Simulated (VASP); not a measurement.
# CuAu3 (Pm-3m) in VASP: notebook

Runs on CuAu3. Level: LDA. Tasks: single point.

Program: VASP 6.6.1. These are calculated values, not measurements. Logs are shortened: lines on timing, memory, paths and dates and some standing lists are left out, and cuts for length are marked.

## Step 1: The cell of the first run

The structure is cubic, space group Pm-3m (No. 221). The conventional cell has a = 3.912 Å, b = 3.912 Å, c = 3.912 Å, α = 90.00°, β = 90.00°, γ = 90.00°. Cu (site symmetry m-3m) has 12 Au at 2.77 Å within 3.6 Å. Within 3.6 Å of Au (site symmetry 4/mmm) lie 4 Cu at 2.77 Å and 8 Au at 2.77 Å.

## Step 2: Single point, LDA (volume scaled by 0.98)

File INCAR:

```
SYSTEM = CuAu3
PREC = Accurate
ENCUT = 520
EDIFF = 1E-6
ISMEAR = -1
SIGMA = 0.15
LREAL = .False.
LASPH = .True.
NELM = 80
ALGO = Fast
ISIF = 2
LWAVE = .False.
LCHARG = .True.
GGA = CA
LELF = .True.
LVHAR = .True.
NBANDS = 30
```

File KPOINTS:

```
regular mesh
0
Gamma
  10 10 10
  0 0 0
```

File POSCAR:

```
CuAu3
1.0
    3.9115413124      0.0000000000      0.0000000000
    0.0000000000      3.9115413124      0.0000000000
    0.0000000000      0.0000000000      3.9115413124
Cu Au
1 3
Direct
    0.0000000000      0.0000000000      0.0000000000
    0.0000000000      0.5000000000      0.5000000000
    0.5000000000      0.0000000000      0.5000000000
    0.5000000000      0.5000000000      0.0000000000
```

Potentials or basis: VASP PAW LDA potentials, release 64 (Cu, Au).

Started as:

```
> cat potpaw_LDA.64/Cu/POTCAR potpaw_LDA.64/Au/POTCAR > POTCAR
> mpirun -np 1 vasp_std > vasp.out
```

OUTCAR:

```text
SYSTEM = CuAu3
   PREC = Accurate
   ENCUT = 520
   EDIFF = 1E-6
   ISMEAR = -1
   LREAL = .False.
   LASPH = .True.
   NELM = 80
   ISIF = 2
   GGA = CA

 ion  position               nearest neighbor table
   1  0.000  0.000  0.000-   2 2.77   3 2.77   4 2.77   2 2.77   3 2.77   2 2.77   4 2.77   2 2.77
                             3 2.77   4 2.77   3 2.77   4 2.77
   2  0.000  0.500  0.500-   1 2.77   3 2.77   4 2.77   1 2.77   4 2.77   1 2.77   3 2.77   1 2.77
                             3 2.77   4 2.77   4 2.77   3 2.77
   3  0.500  0.000  0.500-   1 2.77   2 2.77   4 2.77   1 2.77   4 2.77   2 2.77   4 2.77   4 2.77
                             1 2.77   2 2.77   1 2.77   2 2.77
   4  0.500  0.500  0.000-   1 2.77   2 2.77   3 2.77   2 2.77   3 2.77   1 2.77   3 2.77   3 2.77
                             1 2.77   2 2.77   2 2.77   1 2.77

  LATTYP: Found a simple cubic cell.
 ALAT       =     3.9115413124

  Lattice vectors:

 A1 = (   3.9115413124,   0.0000000000,   0.0000000000)
 A2 = (   0.0000000000,   3.9115413124,   0.0000000000)
 A3 = (   0.0000000000,   0.0000000000,   3.9115413124)

Analysis of symmetry for initial positions (statically):
=====================================================================
 Subroutine PRICEL returns:
 Original cell was already a primitive cell.

 Routine SETGRP: Setting up the symmetry group for a
 simple cubic supercell.

 Subroutine GETGRP returns: Found 48 space group operations
 (whereof 48 operations were pure point group operations)
 out of a pool of 48 trial point group operations.

The static configuration has the point symmetry O_h .

Analysis of symmetry for dynamics (positions and initial velocities):
=====================================================================
 Subroutine PRICEL returns:
 Original cell was already a primitive cell.

 Routine SETGRP: Setting up the symmetry group for a
 simple cubic supercell.

 Subroutine GETGRP returns: Found 48 space group operations
 (whereof 48 operations were pure point group operations)
 out of a pool of 48 trial point group operations.

The dynamic configuration has the point symmetry O_h .

 Subroutine INISYM returns: Found 48 space group operations
 (whereof 48 operations are pure point group operations),
 and found     1 'primitive' translations

----------------------------------------------------------------------------------------

                                     Primitive cell

  volume of cell :      59.8472

  direct lattice vectors                    reciprocal lattice vectors
     3.911541312  0.000000000  0.000000000     0.255653698  0.000000000  0.000000000
     0.000000000  3.911541312  0.000000000     0.000000000  0.255653698  0.000000000
     0.000000000  0.000000000  3.911541312     0.000000000  0.000000000  0.255653698

  length of vectors
     3.911541312  3.911541312  3.911541312     0.255653698  0.255653698  0.255653698

  position of ions in fractional coordinates (direct lattice)
     0.000000000  0.000000000  0.000000000
     0.000000000  0.500000000  0.500000000
     0.500000000  0.000000000  0.500000000
     0.500000000  0.500000000  0.000000000

  ion indices of the primitive-cell ions
   primitive index   ion index
                 1           1
                 2           2
                 3           3
                 4           4

----------------------------------------------------------------------------------------

 KPOINTS: regular mesh

Automatic generation of k-mesh.
 Grid dimensions read from file:
 generate k-points for:   10   10   10

 Generating k-lattice:

  Cartesian coordinates                     Fractional coordinates (reciprocal lattice)
     0.025565370  0.000000000  0.000000000     0.100000000  0.000000000  0.000000000
     0.000000000  0.025565370  0.000000000     0.000000000  0.100000000  0.000000000
     0.000000000  0.000000000  0.025565370     0.000000000  0.000000000  0.100000000

  Length of vectors
     0.025565370  0.025565370  0.025565370

  Shift w.r.t. Gamma in fractional coordinates (k-lattice)
     0.000000000  0.000000000  0.000000000

 Subroutine IBZKPT returns following result:
 ===========================================

 Found     56 irreducible k-points:

 Following reciprocal coordinates:
            Coordinates               Weight
  0.000000  0.000000  0.000000      1.000000
  0.100000  0.000000  0.000000      6.000000
  0.200000  0.000000  0.000000      6.000000
  0.300000  0.000000  0.000000      6.000000
  0.400000  0.000000  0.000000      6.000000
  0.500000  0.000000  0.000000      3.000000
[... 16 lines left out ...]
  0.200000  0.100000  0.100000     24.000000
  0.300000  0.100000  0.100000     24.000000
 [... further k-points ...]
   k-points           NKPTS =     56   k-points in BZ     NKDIM =     56   number of bands    NBANDS=     30
   number of dos      NEDOS =    301   number of ions     NIONS =      4
   total plane-waves  NPLWV =  27000
   dimension x,y,z NGX =    30 NGY =   30 NGZ =   30
   dimension x,y,z NGXF=    60 NGYF=   60 NGZF=   60
   ions per type =               1   3
   NGX,Y,Z   is equivalent  to a cutoff of  12.75, 12.75, 12.75 a.u.
   NGXF,Y,Z  is equivalent  to a cutoff of  25.50, 25.50, 25.50 a.u.
 SYSTEM =  CuAu3
   PREC   = accura    normal or accurate (medium, high low for compatibility)
   ISTART =      0    job   : 0-new  1-cont  2-samecut
   ICHARG =      2    charge: 1-file 2-atom 10-const
   ISPIN  =      1    spin polarized calculation?
   LNONCOLLINEAR =      F non collinear calculations
   LSORBIT =      F    spin-orbit coupling
   LASPH  =      T    aspherical Exc in radial PAW
   ENCUT  =  520.0 eV  38.22 Ry    6.18 a.u.   7.27  7.27  7.27*2*pi/ulx,y,z
   NELM   =     80;   NELMIN=  2; NELMDL= -5     # of ELM steps
   EDIFF  = 0.1E-05   stopping-criterion for ELM
   LREAL  =      F    real-space projection
   EDIFFG = 0.1E-04   stopping-criterion for IOM
   NSW    =      0    number of steps for IOM
   IBRION =     -1    ionic relax: 0-MD 1-quasi-New 2-CG
   NFREE  =      0    steps in history (QN), initial steepest desc. (CG)
   ISIF   =      2    stress and relaxation
   ISYM   =      2    0-nonsym 1-usesym 2-fastsym
   POTIM  = 0.5000    time-step for ionic-motion
   TEBEG  =    0.0;   TEEND  =   0.0 temperature during run
   PSTRESS=    0.0 pullay stress
   NELECT =      44.0000    total number of electrons
   NUPDOWN=      -1.0000    fix difference up-down
   EMIN   =  10.00;   EMAX   =-10.00  energy-range for DOS
   EFERMI =   0.00;   METHOD = LEGACY
   ISMEAR =    -1;   SIGMA  =   0.15  broadening in eV -4-tet -1-fermi 0-gaus
   EFERMI_NEDOS =   21; number of points for ismear=-14 and -15
   IALGO  =     68    algorithm
   IMIX   =      4    mixing-type and parameters
     AMIX     =   0.40;   BMIX     =  1.00
     AMIX_MAG =   1.60;   BMIX_MAG =  1.00
  volume/ion in A,a.u.               =      14.96       100.97
  Fermi-wavevector in a.u.,A,eV,Ry     =   1.477558  2.792179 29.703926  2.183177
  Thomas-Fermi vector in A             =   2.591947
   LORBIT       =      0    0 simple, 1 ext, 2 COOP (PROOUT), +10 PAW based schemes
   GGA     = CA    functional components
   LHFCALC =     F    Hartree Fock is set to
   AEXX    =    0.0000 exact exchange contribution
   IVDW    =     0    specifies the selected vdW correction
   LEPSILON=     F    determine dielectric tensor
   LRPA    =     F    only Hartree local field effects (RPA)
 non-spin polarized calculation
 RMM-DIIS sequential band-by-band and
  energy-cutoff  :      520.00
  volume of cell :       59.85
 maximum number of plane-waves:      1640
 NGX is ok and might be reduce to    30
   NGX = 15   NGY = 15   NGZ = 15

 number of electron      44.0000013 magnetization

 Free energy of the ion-electron system (eV)
  ---------------------------------------------------
  ext. energy  EPLUGINS =         0.00000000
  ---------------------------------------------------
  free energy    TOTEN  =       -18.14780648 eV

  energy without entropy =      -18.07001375  energy(sigma->0) =      -18.10891011

 E-fermi :   9.9038     XC(G=0): -13.2914

 val. band max:        9.8821755956   @ k =   0.5000   0.5000   0.1000
 cond. band min:       9.9085239871   @ k =   0.4000   0.4000   0.3000
 fundamental gap:      0.0263483915
 Fermi energy:         9.9037976430

 k-point     1 :       0.0000    0.0000    0.0000
  band No.  band energies     occupation
      1      -0.6345      2.00000
      2       1.8349      2.00000
      3       2.7229      2.00000
      4       2.7229      2.00000
      5       2.7229      2.00000
      6       2.8549      2.00000
[... 22 lines left out ...]
     29      19.7133      0.00000
     30      19.7133      0.00000

 k-point     2 :       0.1000    0.0000    0.0000
  band No.  band energies     occupation
      1      -0.5103      2.00000
      2       1.9122      2.00000
      3       2.7579      2.00000
      4       2.7905      2.00000
      5       2.7905      2.00000
      6       2.8770      2.00000
[... 22 lines left out ...]
     29      19.7487      0.00000
     30      19.8002      0.00000

 k-point     3 :       0.2000    0.0000    0.0000
  band No.  band energies     occupation
      1      -0.1467      2.00000
      2       2.1299      2.00000
      3       2.8565      2.00000
      4       2.9286      2.00000
      5       2.9912      2.00000
      6       2.9912      2.00000
[... 22 lines left out ...]
     29      19.4754      0.00000
     30      20.0258      0.00000

 k-point     4 :       0.3000    0.0000    0.0000
  band No.  band energies     occupation
      1       0.4218      2.00000
      2       2.4336      2.00000
      3       2.9632      2.00000
      4       2.9962      2.00000
      5       3.3164      2.00000
      6       3.3164      2.00000
[... 616 lines left out ...]
     29      19.8323      0.00000
     30      19.8324      0.00000

 k-point    23 :       0.2000    0.1000    0.1000
  band No.  band energies     occupation
      1       0.0823      2.00000
      2       2.2767      2.00000
      3       2.9299      2.00000
      4       3.0009      2.00000
      5       3.0448      2.00000
      6       3.1945      2.00000
[... 22 lines left out ...]
     29      19.2711      0.00000
     30      20.6533      0.00000

 k-point    24 :       0.3000    0.1000    0.1000
  band No.  band energies     occupation
      1       0.6310      2.00000
      2       2.5763      2.00000
      3       3.0486      2.00000
      4       3.1102      2.00000
      5       3.3369      2.00000
      6       3.4319      2.00000
[... 22 lines left out ...]
     29      20.3759      0.00000
     30      20.9300      0.00000

 [... further k-points ...]
[... 5 lines left out ...]
  --------------------------------------------------------------------------------------
  -------------------------------------------------------------------------------------
  Total        1.6660659      1.6660659      1.6660659     -0.0000000      0.0000000      0.0000000
  in kB       44.6024779     44.6024779     44.6024779     -0.0000000      0.0000000      0.0000000
  external PRESSURE =      44.6024779 kB  Pullay stress =       0.0000000 kB

 VOLUME and BASIS-vectors are now :
 -----------------------------------------------------------------------------
  energy-cutoff  :      520.00
  volume of cell :       59.85
      direct lattice vectors                 reciprocal lattice vectors
     3.911541312  0.000000000  0.000000000     0.255653698  0.000000000  0.000000000
     0.000000000  3.911541312  0.000000000     0.000000000  0.255653698  0.000000000
     0.000000000  0.000000000  3.911541312     0.000000000  0.000000000  0.255653698

 POSITION                                       TOTAL-FORCE (eV/Angst)
 -----------------------------------------------------------------------------------
      0.00000      0.00000      0.00000         0.000000      0.000000      0.000000
      0.00000      1.95577      1.95577         0.000000      0.000000      0.000000
      1.95577      0.00000      1.95577         0.000000      0.000000      0.000000
      1.95577      1.95577      0.00000         0.000000      0.000000      0.000000
 -----------------------------------------------------------------------------------
    total drift:                                0.000000      0.000000     -0.000000

  FREE ENERGIE OF THE ION-ELECTRON SYSTEM (eV)
  ---------------------------------------------------
  free  energy   TOTEN  =       -18.1478064803 eV

  energy  without entropy=      -18.0700137464  energy(sigma->0) =      -18.10891011
```

It took 84 s on 1 thread of Intel Xeon Platinum 8488C (Sapphire Rapids), shared host; peak memory 0.21 GiB.

Results:

* Free energy: -18.1478 eV
* Pressure: 4.5 GPa
* Band gap on the k mesh: zero (band 22 reaches 10.91 eV, above the bottom of band 23 at 8.59 eV)

Caveat: the cell differs from its parent crystal (volume scaled by 0.98); spin-orbit coupling is left out, which moves the levels of the heavy elements.

## Step 3: Single point, LDA

This run uses another cell than the first one, of 15.27 Å³/atom, 1.020 times its volume.

File INCAR:

```
SYSTEM = CuAu3
PREC     = Accurate       ! precision mode
ENCUT    = 520            ! plane-wave cutoff, eV
EDIFF    = 1E-6           ! SCF threshold, eV
ISMEAR   = -1             ! smearing method
SIGMA    = 0.15           ! smearing width, eV
LREAL    = .FALSE.        ! projectors in reciprocal space
LASPH    = .TRUE.         ! aspherical terms in the spheres
NELM     = 60             ! most SCF steps
ALGO     = Fast           ! electronic algorithm
ISIF     = 2              ! what is computed and relaxed
LWAVE    = .FALSE.        ! write WAVECAR
LCHARG   = .FALSE.        ! write CHGCAR
NBANDS   = 30             ! bands
```

File KPOINTS:

```
Automatic mesh
0
G
  10 10 10
  0 0 0
```

File POSCAR:

```
CuAu3
1.0
    3.9379714473      0.0000000000      0.0000000000
    0.0000000000      3.9379714473      0.0000000000
    0.0000000000      0.0000000000      3.9379714473
Cu Au
1 3
Direct
    0.0000000000      0.0000000000      0.0000000000
    0.0000000000      0.5000000000      0.5000000000
    0.5000000000      0.0000000000      0.5000000000
    0.5000000000      0.5000000000      0.0000000000
```

Potentials or basis: VASP PAW LDA potentials, release 64 (Cu, Au).

Started as:

```
> cat potpaw_LDA.64/Cu/POTCAR potpaw_LDA.64/Au/POTCAR > POTCAR
> mpirun -np 1 vasp_std > vasp.out
```

It took 83 s on 1 thread of Intel Xeon Platinum 8488C (Sapphire Rapids), shared host; peak memory 0.2 GiB.

Results (log left out):

| Item | Value |
| --- | --- |
| Free energy | -18.1684 eV |
| Pressure | 0.6 GPa |
| Band gap on the k mesh | zero (band 22 reaches 10.55 eV, above the bottom of band 23 at 8.34 eV) |

Levels at points of the mesh, in eV from the Fermi level:
| k point | band 19 | band 20 | band 21 | band 22 | band 23 | band 24 | band 25 | band 26 |
| --- | --- | --- | --- | --- | --- | --- | --- | --- |
| (0.00, 0.00, 0.00) | -1.55 | -1.55 | -1.55 | 0.89 | 0.89 | 0.89 | 6.21 | 6.21 |
| (0.50, 0.00, 0.00) | -2.29 | -2.05 | -1.56 | -1.54 | 5.32 | 5.81 | 6.01 | 6.01 |
| (0.50, 0.50, 0.00) | -2.33 | -2.33 | -0.81 | -0.21 | -0.02 | -0.02 | 8.44 | 9.09 |
| (0.50, 0.50, 0.50) | -1.72 | -1.72 | -1.27 | -1.22 | -1.22 | -1.22 | 3.16 | 3.16 |

Caveat: spin-orbit coupling is left out, which moves the levels of the heavy elements.
